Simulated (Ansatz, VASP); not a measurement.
Two plane-wave programs on SrCl2

Contents of INCAR:

```
  PREC = Accurate
  ENCUT = 520
  EDIFF = 1E-7
  ISMEAR = 0
  SIGMA = 0.01
  LREAL = False
  LASPH = True
  NELM = 150
  ALGO = Normal
  ISIF = 2
  LWAVE = False
  LCHARG = False
  MAGMOM = 0 0 0 0 0 0 0 0 0
  LORBIT = 11
  LSORBIT = True
  GGA_COMPAT = False
  LORBMOM = True
  GGA = PS
  NBANDS = 37
```

Contents of KPOINTS:

```
regular mesh
0
Gamma
  6 6 6
```

Contents of POSCAR:

```
SrCl2
1.0
    0.0000000000      3.4553209822      3.4553209822
    3.4553209822      0.0000000000      3.4553209822
    3.4553209822      3.4553209822      0.0000000000
Sr Cl
1 2
Direct
    0.0000000000      0.0000000000      0.0000000000
    0.2500000000      0.2500000000      0.2500000000
    0.7500000000      0.7500000000      0.7500000000
```

Input for Ansatz:

```yaml
crystal:
  lattice:
    - [0.0, 3.45532098223, 3.45532098223]
    - [3.45532098223, 0.0, 3.45532098223]
    - [3.45532098223, 3.45532098223, 0.0]
  atoms:
    - { symbol: Sr, position: [0.0, 0.0, 0.0] }
    - { symbol: Cl, position: [0.25, 0.25, 0.25] }
    - { symbol: Cl, position: [0.75, 0.75, 0.75] }
kpoints:
  mp_grid: { grid: [6, 6, 6] }
scf:
  occupations: { method: fixed }
hamiltonian:
  xc: pbesol
  pseudopotentials: { kind: paw_fr }
magnetization:
  noncollinear: true
  spin_orbit: true
output:
  forces: true
  stress: true
  eigenvalues: true
  eigenstates:
    nscf_kmesh: { grid: [6, 6, 6] }
    de_dk: true
    e_range: [-9, 15.24837432405]
checkpoint:
  write: ck
  write_wavefunctions: false
```

Alike in both runs: task single point; functional PBEsol; k mesh 6 × 6 × 6; non-collinear spin, spin-orbit coupling.

```csv
,VASP,Ansatz
version,VASP 6.6.1,Ansatz 0.2.0
potentials or method,"VASP PAW PBE potentials, release 64 (Sr_sv, Cl)","PAW with Ansatz's default frozen-core files, fully relativistic files with spin-orbit coupling"
plane-wave cutoff (eV),520,420
occupations,"gaussian, width 0.01 eV",fixed
valence electrons in the cell,24,24
```

|  | VASP | Ansatz | Ansatz less VASP |
| --- | --- | --- | --- |
| pressure (GPa) | 0.1 | 0.0 | -0.14 |
| net moment per atom (μB) | 0.00 | 0.00 | 0.000 |

VASP's potentials were made for PBE, not for PBEsol.
